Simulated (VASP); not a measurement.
# In3GaAs4 (P-43m) in VASP: a series of runs

The runs below take In3GaAs4 through single point, relaxation of cell and atoms, with PBE.

All numbers are computed with VASP 6.6.1; they aren't measurements. Logs are shortened: lines on timing, memory, paths and dates and some standing lists are left out, and cuts for length are marked.

## (1) The cell of the first run

Symmetry: P-43m, No. 215, cubic system. Conventional cell: a = 6.069 Å, b = 6.069 Å, c = 6.069 Å, α = 90.00°, β = 90.00°, γ = 90.00°. Within 3.5 Å of In (site symmetry -42m) lie 4 As at 2.66 Å. Within 3.3 Å of Ga (site symmetry -43m) lie 4 As at 2.52 Å. As (site symmetry 3m) has 1 Ga at 2.52 Å and 3 In at 2.66 Å within 3.3 Å.

## (2) Single point, PBE

File INCAR:

```
PREC     = Accurate       # precision mode
ENCUT    = 520            # plane-wave cutoff, eV
EDIFF    = 1E-6           # SCF threshold, eV
ISMEAR   = 0              # smearing method
SIGMA    = 0.1            # smearing width, eV
LREAL    = F              # projectors in reciprocal space
LASPH    = T              # aspherical terms in the spheres
NELM     = 100            # most SCF steps
ALGO     = Normal         # electronic algorithm
ISIF     = 2              # what is computed and relaxed
LWAVE    = F              # write WAVECAR
LCHARG   = F              # write CHGCAR
GGA      = PE             # functional
NBANDS   = 46             # bands
```

File KPOINTS:

```
Automatic mesh
0
Gamma
  4 4 4
```

File POSCAR:

```
In3GaAs4
1.0
    6.0691867390      0.0000000000      0.0000000000
    0.0000000000      6.0691867390      0.0000000000
    0.0000000000      0.0000000000      6.0691867390
In Ga As
3 1 4
Direct
    0.0000000000      0.5000000000      0.5000000000
    0.5000000000      0.0000000000      0.5000000000
    0.5000000000      0.5000000000      0.0000000000
    0.0000000000      0.0000000000      0.0000000000
    0.7599342667      0.7599342667      0.2400657333
    0.7599342667      0.2400657333      0.7599342667
    0.2400657333      0.7599342667      0.7599342667
    0.2400657333      0.2400657333      0.2400657333
```

Potentials or basis: VASP PAW PBE potentials, release 64 (In_d, Ga_d, As).

Started as:

```bash
$ cat potpaw_PBE.64/In_d/POTCAR potpaw_PBE.64/Ga_d/POTCAR potpaw_PBE.64/As/POTCAR > POTCAR
$ mpirun -np 1 vasp_std > vasp.out
```

OUTCAR:

```text
PREC = Accurate
   ENCUT = 520
   EDIFF = 1E-6
   ISMEAR = 0
   LREAL = F
   LASPH = T
   NELM = 100
   ISIF = 2
   GGA = PE

 ion  position               nearest neighbor table
   1  0.000  0.500  0.500-   5 2.66   6 2.66   7 2.66   8 2.66
   2  0.500  0.000  0.500-   5 2.66   6 2.66   7 2.66   8 2.66
   3  0.500  0.500  0.000-   5 2.66   6 2.66   7 2.66   8 2.66
   4  0.000  0.000  0.000-   5 2.52   6 2.52   7 2.52   8 2.52
   5  0.760  0.760  0.240-   4 2.52   2 2.66   3 2.66   1 2.66
   6  0.760  0.240  0.760-   4 2.52   2 2.66   3 2.66   1 2.66
   7  0.240  0.760  0.760-   4 2.52   2 2.66   3 2.66   1 2.66
   8  0.240  0.240  0.240-   4 2.52   2 2.66   3 2.66   1 2.66

  LATTYP: Found a simple cubic cell.
 ALAT       =     6.0691867390

  Lattice vectors:

 A1 = (   6.0691867390,   0.0000000000,   0.0000000000)
 A2 = (   0.0000000000,   6.0691867390,   0.0000000000)
 A3 = (   0.0000000000,   0.0000000000,   6.0691867390)

Analysis of symmetry for initial positions (statically):
=====================================================================
 Subroutine PRICEL returns:
 Original cell was already a primitive cell.

 Routine SETGRP: Setting up the symmetry group for a
 simple cubic supercell.

 Subroutine GETGRP returns: Found 24 space group operations
 (whereof 24 operations were pure point group operations)
 out of a pool of 48 trial point group operations.

The static configuration has the point symmetry T_d .

Analysis of symmetry for dynamics (positions and initial velocities):
=====================================================================
 Subroutine PRICEL returns:
 Original cell was already a primitive cell.

 Routine SETGRP: Setting up the symmetry group for a
 simple cubic supercell.

 Subroutine GETGRP returns: Found 24 space group operations
 (whereof 24 operations were pure point group operations)
 out of a pool of 48 trial point group operations.

The dynamic configuration has the point symmetry T_d .

 Subroutine INISYM returns: Found 24 space group operations
 (whereof 24 operations are pure point group operations),
 and found     1 'primitive' translations

----------------------------------------------------------------------------------------

                                     Primitive cell

  volume of cell :     223.5587

  direct lattice vectors                    reciprocal lattice vectors
     6.069186739  0.000000000  0.000000000     0.164766721  0.000000000  0.000000000
     0.000000000  6.069186739  0.000000000     0.000000000  0.164766721  0.000000000
     0.000000000  0.000000000  6.069186739     0.000000000  0.000000000  0.164766721

  length of vectors
     6.069186739  6.069186739  6.069186739     0.164766721  0.164766721  0.164766721

  position of ions in fractional coordinates (direct lattice)
     0.000000000  0.500000000  0.500000000
     0.500000000  0.000000000  0.500000000
     0.500000000  0.500000000  0.000000000
     0.000000000  0.000000000  0.000000000
     0.759934267  0.759934267  0.240065733
     0.759934267  0.240065733  0.759934267
     0.240065733  0.759934267  0.759934267
     0.240065733  0.240065733  0.240065733

  ion indices of the primitive-cell ions
   primitive index   ion index
                 1           1
                 2           2
                 3           3
                 4           4
                 5           5
                 6           6
                 7           7
                 8           8

----------------------------------------------------------------------------------------

 KPOINTS: Automatic mesh

Automatic generation of k-mesh.
 Grid dimensions read from file:
 generate k-points for:    4    4    4

 Generating k-lattice:

  Cartesian coordinates                     Fractional coordinates (reciprocal lattice)
     0.041191680  0.000000000  0.000000000     0.250000000  0.000000000  0.000000000
     0.000000000  0.041191680  0.000000000     0.000000000  0.250000000  0.000000000
     0.000000000  0.000000000  0.041191680     0.000000000  0.000000000  0.250000000

  Length of vectors
     0.041191680  0.041191680  0.041191680

  Shift w.r.t. Gamma in fractional coordinates (k-lattice)
     0.000000000  0.000000000  0.000000000

 Subroutine IBZKPT returns following result:
 ===========================================

 Found     10 irreducible k-points:

 Following reciprocal coordinates:
            Coordinates               Weight
  0.000000  0.000000  0.000000      1.000000
  0.250000  0.000000  0.000000      6.000000
  0.500000  0.000000  0.000000      3.000000
  0.250000  0.250000  0.000000     12.000000
  0.500000  0.250000  0.000000     12.000000
  0.500000  0.500000  0.000000      3.000000
  0.250000  0.250000  0.250000      8.000000
  0.500000  0.250000  0.250000     12.000000
  0.500000  0.500000  0.250000      6.000000
  0.500000  0.500000  0.500000      1.000000
   k-points           NKPTS =     10   k-points in BZ     NKDIM =     10   number of bands    NBANDS=     46
   number of dos      NEDOS =    301   number of ions     NIONS =      8
   total plane-waves  NPLWV = 110592
   dimension x,y,z NGX =    48 NGY =   48 NGZ =   48
   dimension x,y,z NGXF=    96 NGYF=   96 NGZF=   96
   ions per type =               3   1   4
   NGX,Y,Z   is equivalent  to a cutoff of  13.15, 13.15, 13.15 a.u.
   NGXF,Y,Z  is equivalent  to a cutoff of  26.30, 26.30, 26.30 a.u.
 SYSTEM =  unknown system
   PREC   = accura    normal or accurate (medium, high low for compatibility)
   ISTART =      0    job   : 0-new  1-cont  2-samecut
   ICHARG =      2    charge: 1-file 2-atom 10-const
   ISPIN  =      1    spin polarized calculation?
   LNONCOLLINEAR =      F non collinear calculations
   LSORBIT =      F    spin-orbit coupling
   LASPH  =      T    aspherical Exc in radial PAW
   ENCUT  =  520.0 eV  38.22 Ry    6.18 a.u.  11.28 11.28 11.28*2*pi/ulx,y,z
   NELM   =    100;   NELMIN=  2; NELMDL= -5     # of ELM steps
   EDIFF  = 0.1E-05   stopping-criterion for ELM
   LREAL  =      F    real-space projection
   EDIFFG = 0.1E-04   stopping-criterion for IOM
   NSW    =      0    number of steps for IOM
   IBRION =     -1    ionic relax: 0-MD 1-quasi-New 2-CG
   NFREE  =      0    steps in history (QN), initial steepest desc. (CG)
   ISIF   =      2    stress and relaxation
   ISYM   =      2    0-nonsym 1-usesym 2-fastsym
   POTIM  = 0.5000    time-step for ionic-motion
   TEBEG  =    0.0;   TEEND  =   0.0 temperature during run
   PSTRESS=    0.0 pullay stress
   NELECT =      72.0000    total number of electrons
   NUPDOWN=      -1.0000    fix difference up-down
   EMIN   =  10.00;   EMAX   =-10.00  energy-range for DOS
   EFERMI =   0.00;   METHOD = LEGACY
   ISMEAR =     0;   SIGMA  =   0.10  broadening in eV -4-tet -1-fermi 0-gaus
   EFERMI_NEDOS =   21; number of points for ismear=-14 and -15
   IALGO  =     38    algorithm
   IMIX   =      4    mixing-type and parameters
     AMIX     =   0.40;   BMIX     =  1.00
     AMIX_MAG =   1.60;   BMIX_MAG =  1.00
  volume/ion in A,a.u.               =      27.94       188.58
  Fermi-wavevector in a.u.,A,eV,Ry     =   1.122161  2.120577 17.133072  1.259245
  Thomas-Fermi vector in A             =   2.258819
   LORBIT       =      0    0 simple, 1 ext, 2 COOP (PROOUT), +10 PAW based schemes
   GGA     = PE    functional components
   LHFCALC =     F    Hartree Fock is set to
   AEXX    =    0.0000 exact exchange contribution
   IVDW    =     0    specifies the selected vdW correction
   LEPSILON=     F    determine dielectric tensor
   LRPA    =     F    only Hartree local field effects (RPA)
 non-spin polarized calculation
 Gauss-broadening in eV      SIGMA  =   0.10
  energy-cutoff  :      520.00
  volume of cell :      223.56
 maximum number of plane-waves:      6062
 NGX is ok and might be reduce to    48
   NGX = 23   NGY = 23   NGZ = 23

 number of electron      72.0000046 magnetization

 Free energy of the ion-electron system (eV)
  ---------------------------------------------------
  ext. energy  EPLUGINS =         0.00000000
  ---------------------------------------------------
  free energy    TOTEN  =       -31.31223539 eV

  energy without entropy =      -31.30979625  energy(sigma->0) =      -31.31101582

 E-fermi :   3.8528     XC(G=0):  -8.9533

 val. band max:        3.8220913148   @ k =   0.0000   0.0000   0.0000
 cond. band min:       4.2975188770   @ k =   0.5000   0.5000   0.5000
 fundamental gap:      0.4754275622
 Fermi energy:         3.8528103857

 k-point     1 :       0.0000    0.0000    0.0000
  band No.  band energies     occupation
      1     -10.9215      2.00000
      2     -10.9215      2.00000
      3     -10.9215      2.00000
      4     -10.8542      2.00000
      5     -10.8542      2.00000
      6     -10.5551      2.00000
[... 38 lines left out ...]
     45       7.6917      0.00000
     46       7.6917      0.00000

 k-point     2 :       0.2500    0.0000    0.0000
  band No.  band energies     occupation
      1     -10.9203      2.00000
      2     -10.9202      2.00000
      3     -10.9202      2.00000
      4     -10.8541      2.00000
      5     -10.8539      2.00000
      6     -10.5484      2.00000
[... 38 lines left out ...]
     45       8.4392      0.00000
     46       8.4392      0.00000

 k-point     3 :       0.5000    0.0000    0.0000
  band No.  band energies     occupation
      1     -10.9190      2.00000
      2     -10.9190      2.00000
      3     -10.9190      2.00000
      4     -10.8539      2.00000
      5     -10.8536      2.00000
      6     -10.5403      2.00000
[... 332 lines left out ...]
     45       8.6469      0.00000
     46       8.7714      0.00000

 k-point    10 :       0.5000    0.5000    0.5000
  band No.  band energies     occupation
      1     -10.9187      2.00000
      2     -10.9187      2.00000
      3     -10.9187      2.00000
      4     -10.8538      2.00000
      5     -10.8538      2.00000
      6     -10.5659      2.00000
[... 38 lines left out ...]
     45       8.3660      0.00000
     46       8.6865      0.00000

------------------------ aborting loop because EDIFF is reached ----------------------------------------

  FORCE on cell =-STRESS in cart. coord.  units (eV):
  Direction    XX          YY          ZZ          XY          YZ          ZX
  --------------------------------------------------------------------------------------
  -------------------------------------------------------------------------------------
  Total        0.4433294      0.4433294      0.4433294      0.0000000     -0.0000000      0.0000000
  in kB        3.1772078      3.1772078      3.1772078      0.0000000     -0.0000000      0.0000000
  external PRESSURE =       3.1772078 kB  Pullay stress =       0.0000000 kB

 VOLUME and BASIS-vectors are now :
 -----------------------------------------------------------------------------
  energy-cutoff  :      520.00
  volume of cell :      223.56
      direct lattice vectors                 reciprocal lattice vectors
     6.069186739  0.000000000  0.000000000     0.164766721  0.000000000  0.000000000
     0.000000000  6.069186739  0.000000000     0.000000000  0.164766721  0.000000000
     0.000000000  0.000000000  6.069186739     0.000000000  0.000000000  0.164766721

 POSITION                                       TOTAL-FORCE (eV/Angst)
 -----------------------------------------------------------------------------------
      0.00000      3.03459      3.03459        -0.000000      0.000000     -0.000000
      3.03459      0.00000      3.03459        -0.000000      0.000000     -0.000000
      3.03459      3.03459      0.00000        -0.000000      0.000000      0.000000
      0.00000      0.00000      0.00000        -0.000000      0.000000      0.000000
      4.61218      4.61218      1.45700         0.005870      0.005870     -0.005870
      4.61218      1.45700      4.61218         0.005870     -0.005870      0.005870
      1.45700      4.61218      4.61218        -0.005870      0.005870      0.005870
      1.45700      1.45700      1.45700        -0.005870     -0.005870     -0.005870
 -----------------------------------------------------------------------------------
    total drift:                                0.000000      0.000000      0.000000

  FREE ENERGIE OF THE ION-ELECTRON SYSTEM (eV)
  ---------------------------------------------------
  free  energy   TOTEN  =       -31.3122353880 eV

  energy  without entropy=      -31.3097962535  energy(sigma->0) =      -31.31101582
```

It took 2.8 min on 1 thread of Intel Xeon 8259CL, shared host; peak memory 0.37 GiB.

What came out:

```
Free energy            : -31.3122 eV
Pressure               : 0.3 GPa
Largest force          : 0.010 eV/Å
Band gap on the k mesh : zero (filled and empty bands touch)
```

Forces on the atoms (eV/Å):
```
In   0.000  0.000  0.000
In   0.000  0.000  0.000
In   0.000  0.000  0.000
Ga   0.000  0.000  0.000
As   0.006  0.006 -0.006
As   0.006 -0.006  0.006
As  -0.006  0.006  0.006
As  -0.006 -0.006 -0.006
```

Levels at points of the mesh, in eV from the Fermi level:
| k point | band 34 | band 35 | band 36 | band 37 | band 38 | band 39 |
| --- | --- | --- | --- | --- | --- | --- |
| (0.00, 0.00, 0.00) | -0.45 | -0.03 | -0.03 | -0.03 | 1.62 | 1.62 |
| (0.50, 0.00, 0.00) | -1.50 | -1.22 | -1.22 | 2.12 | 2.18 | 2.64 |
| (0.50, 0.50, 0.00) | -1.14 | -1.02 | -0.74 | 2.19 | 2.21 | 2.68 |
| (0.50, 0.50, 0.50) | -0.87 | -0.76 | -0.76 | 0.44 | 0.90 | 0.90 |

Caveat: semilocal functionals underestimate gaps, so a narrow gap can read as zero; spin-orbit coupling is left out, which moves the levels of the heavy elements.

## (3) Single point, PBE

This run uses another cell than the first one, of 23.82 Å³/atom.

File INCAR:

```
PREC = Accurate ; ENCUT = 520
EDIFF = 1E-6 ; ISMEAR = 0
SIGMA = 0.1 ; LREAL = False
LASPH = True ; NELM = 80
ALGO = Normal ; ISIF = 2
LWAVE = False ; LCHARG = False
GGA = PE ; NBANDS = 46
```

File KPOINTS:

```
regular mesh
0
Gamma
  4 4 4
```

File POSCAR:

```
In3GaAs4
1.0
    5.7544699800      0.0000000000      0.0000000000
    0.0000000000      5.7544699800      0.0000000000
    0.0000000000      0.0000000000      5.7544699800
In Ga As
3 1 4
Direct
    0.0000000000      0.5000000000      0.5000000000
    0.5000000000      0.0000000000      0.5000000000
    0.5000000000      0.5000000000      0.0000000000
    0.0000000000      0.0000000000      0.0000000000
    0.7500000000      0.7500000000      0.2500000000
    0.7500000000      0.2500000000      0.7500000000
    0.2500000000      0.7500000000      0.7500000000
    0.2500000000      0.2500000000      0.2500000000
```

Potentials or basis: VASP PAW PBE potentials, release 64 (In_d, Ga_d, As).

Started as:

```bash
$ cat potpaw_PBE.64/In_d/POTCAR potpaw_PBE.64/Ga_d/POTCAR potpaw_PBE.64/As/POTCAR > POTCAR
$ mpirun -np 1 vasp_std > vasp.out
```

It took 2.9 min on 1 thread of Intel Xeon 8259CL, shared host; peak memory 0.37 GiB.

The run converged. Its results:

```yaml
Free_energy: -29.8439 eV
Pressure: 13.2 GPa
Band_gap_on_the_k_mesh: 0.42 eV
```

Levels at points of the mesh, in eV from the valence-band top:
```tsv
k point	band 32	band 33	band 34	band 35	band 36	band 37	band 38	band 39	band 40	band 41
(0.00, 0.00, 0.00)	-2.76	-2.76	0.00	0.00	0.00	0.42	1.33	1.33	1.33	1.65
(0.50, 0.00, 0.00)	-3.48	-1.79	-1.79	-1.69	-1.69	2.02	2.09	3.04	3.25	4.39
(0.50, 0.50, 0.00)	-3.34	-1.30	-1.30	-1.24	-1.22	2.41	2.83	3.02	3.02	5.07
(0.50, 0.50, 0.50)	-1.18	-1.18	-1.11	-1.11	-1.11	0.55	1.39	1.39	1.39	4.50
```

Caveat: the cell stands under pressure; spin-orbit coupling is left out, which moves the levels of the heavy elements.

## (4) Single point, PBE

This run uses another cell than the first one, of 28.06 Å³/atom.

File INCAR:

```
SYSTEM = In3GaAs4
ALGO = Normal ; EDIFF = 1E-6
ENCUT = 520 ; GGA = PE
ISIF = 2 ; ISMEAR = 0
LASPH = .TRUE. ; LCHARG = .FALSE.
LREAL = .FALSE. ; LWAVE = .FALSE.
NBANDS = 46 ; NELM = 100
PREC = Accurate ; SIGMA = 0.1
```

File KPOINTS:

```
k-points
0
G
  6 6 6
  0 0 0
```

File POSCAR:

```
In3GaAs4
1.0
    6.0773631341      0.0000000000      0.0000000000
    0.0000000000      6.0773631341      0.0000000000
    0.0000000000      0.0000000000      6.0773631341
In Ga As
3 1 4
Direct
    0.0000000000      0.5000000000      0.5000000000
    0.5000000000      0.0000000000      0.5000000000
    0.5000000000      0.5000000000      0.0000000000
    0.0000000000      0.0000000000      0.0000000000
    0.7600609802      0.7600609802      0.2399390198
    0.7600609802      0.2399390198      0.7600609802
    0.2399390198      0.7600609802      0.7600609802
    0.2399390198      0.2399390198      0.2399390198
```

Started as:

```bash
$ cat potpaw_PBE.64/In_d/POTCAR potpaw_PBE.64/Ga_d/POTCAR potpaw_PBE.64/As/POTCAR > POTCAR
$ mpirun -np 1 vasp_std > vasp.out
```

Wall time 6.1 min (1 thread of Intel Xeon 8259CL, shared host); peak memory 0.44 GiB.

Results (log left out):

```yaml
Free_energy: -31.3291 eV
Pressure: 0.1 GPa
Largest_force: 0.004 eV/Å
Band_gap_on_the_k_mesh: zero (filled and empty bands touch)
```

Forces in eV/Å, atoms in the order of the input:
```
In   0.000  0.000  0.000
In   0.000  0.000  0.000
In   0.000  0.000  0.000
Ga   0.000  0.000  0.000
As  -0.002 -0.002  0.002
As  -0.002  0.002 -0.002
As   0.002 -0.002 -0.002
As   0.002  0.002  0.002
```

Levels at points of the mesh, in eV from the Fermi level:
| k point | band 33 | band 34 | band 35 | band 36 | band 37 | band 38 | band 39 | band 40 |
| --- | --- | --- | --- | --- | --- | --- | --- | --- |
| (0.00, 0.00, 0.00) | -2.15 | -0.49 | -0.05 | -0.05 | -0.05 | 1.60 | 1.60 | 1.60 |
| (0.50, 0.00, 0.00) | -1.52 | -1.52 | -1.23 | -1.23 | 2.09 | 2.16 | 2.61 | 2.77 |
| (0.50, 0.50, 0.00) | -1.15 | -1.15 | -1.04 | -0.75 | 2.15 | 2.18 | 2.65 | 2.65 |
| (0.50, 0.50, 0.50) | -0.89 | -0.89 | -0.78 | -0.78 | 0.42 | 0.87 | 0.87 | 0.87 |

Caveat: semilocal functionals underestimate gaps, so a narrow gap can read as zero; spin-orbit coupling is left out, which moves the levels of the heavy elements.

(Part 1 of 2 ends here.)
